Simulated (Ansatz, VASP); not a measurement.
# Ru in VASP and in Ansatz

File POSCAR:

```
Ru
1.0
    0.0000000000      1.9150000000      1.9150000000
    1.9150000000      0.0000000000      1.9150000000
    1.9150000000      1.9150000000      0.0000000000
Ru
1
Direct
    0.0000000000      0.0000000000      0.0000000000
```

File INCAR.step1:

```
  ALGO = Normal
  EDIFF = 1E-5
  ENCUT = 520
  GGA = PE
  ISIF = 2
  ISMEAR = 1
  LASPH = True
  LREAL = False
  LWAVE = True
  NBANDS = 13
  NELM = 60
  PREC = Accurate
  SIGMA = 0.01
```

File INCAR.step2:

```
  AEXX = 0.25
  ALGO = Normal
  EDIFF = 1E-7
  ENCUT = 520
  GGA = PE
  HFSCREEN = 0.3
  ISIF = 2
  ISMEAR = 1
  ISTART = 1
  LASPH = True
  LCHARG = True
  LELF = True
  LHFCALC = True
  LREAL = False
  LVHAR = True
  LWAVE = False
  NBANDS = 13
  NELM = 60
  PREC = Accurate
  PRECFOCK = Normal
  SIGMA = 0.01
```

KPOINTS

```
k-points
0
Gamma
  8 8 8
```

The input input.yaml:

```yaml
crystal:
  lattice:
    - [0.0, 1.915, 1.915]
    - [1.915, 0.0, 1.915]
    - [1.915, 1.915, 0.0]
  atoms:
    - { symbol: Ru, position: [0.0, 0.0, 0.0] }
hamiltonian:
  xc: { exchange: pbe, correlation: pbe, exx: { coeff: 0.25, omega: 0.3 } }
  pseudopotentials: { kind: nc, source: spms }
kpoints:
  mp_grid: { grid: [8, 8, 8] }
  band_path:
    path:
      - [[0.0, 0.0, 0.0], [0.5, 0.0, 0.5], [0.5, 0.25, 0.75], [0.375, 0.375, 0.75], [0.0, 0.0, 0.0], [0.5, 0.5, 0.5], [0.625, 0.25, 0.625], [0.5, 0.25, 0.75], [0.5, 0.5, 0.5], [0.375, 0.375, 0.75]]
      - [[0.625, 0.25, 0.625], [0.5, 0.0, 0.5]]
    npoints: 4
scf:
  occupations: { method: cold, width: 0.01 }
  n_extra_bands: 6
output:
  forces: true
  stress: true
  eigenvalues: true
  fatbands: false
```

Alike in both runs: functional PBE-based screened hybrid with a share of 0.25 of exact exchange and HFSCREEN = 0.3; k mesh 8 × 8 × 8; no spin polarisation.

|  | VASP | Ansatz |
| --- | --- | --- |
| version | VASP 6.6.1 | Ansatz 0.2.0 |
| potentials or method | VASP PAW PBE potentials, release 64 (Ru_pv) | SPMS NC |
| plane-wave cutoff (eV) | 520 | 653 |
| occupations | methfessel-paxton of order 1, width 0.01 eV | cold, width 0.01 eV |
| valence electrons in the cell | 14 | 16 |
| task | single point | band structure |

Ansatz gave:

| Property | Result |
| --- | --- |
| gap on the k mesh at the Fermi level (eV) | none |
| pressure (GPa) | -16.0 |

Q: Which values does VASP return?

A: gap on the k mesh at the Fermi level (eV): none; pressure (GPa): -17.2.

VASP's potentials were made for PBE, not for PBE-based screened hybrid. A gap of «none» marks a metal or a gap that the smearing closes. VASP's potentials hold 14 valence electrons a cell and Ansatz's 16, so a difference there can come from the potentials and not from the codes.
